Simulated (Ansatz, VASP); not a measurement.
InSb3 in VASP and in Ansatz

```
In Sb
1.0
     4.76572   -0.05608   -0.05608
    -0.05608    4.76572   -0.05608
    -0.05608   -0.05608    4.76572
In Sb
1 3
Direct
  0.00000 0.00000 0.00000
  0.50000 0.00000 0.50000
  0.00000 0.50000 0.50000
  0.50000 0.50000 0.00000
```

Change from the starting cell: equal engineering shear yz, xz and xy -0.0233, equal normal strain along x, y and z -0.0100.

Alike in both runs: task single point; functional PBE; k mesh 8 × 8 × 8; occupations gaussian, width 0.15 eV; no spin polarisation.

|  | VASP | Ansatz |
| --- | --- | --- |
| version | VASP 6.6.1 | Ansatz 0.2.0 |
| potentials or method | VASP PAW PBE potentials, release 64 (In_d, Sb), cutoff 520 eV | scalar-relativistic, plane waves, PAW |
| valence electrons in the cell | 28 | 58 |

Ansatz gave:

* gap on the k mesh at the Fermi level (eV): none
* pressure (GPa): 1.7
* traceless stress, the component that is largest in VASP (GPa): 0.48

**Question.** What did VASP give for the same quantities?

**Answer.** gap on the k mesh at the Fermi level (eV): none; pressure (GPa): 1.6; traceless stress, the component that is largest in VASP (GPa): 0.48.

A gap of «none» marks a metal or a gap that the smearing closes. With one functional, cell and mesh, what is left measures potentials, basis and numerics. VASP's potentials hold 28 valence electrons a cell and Ansatz's 58, so a difference there can come from the potentials and not from the codes.

Neither program's run includes spin-orbit coupling.
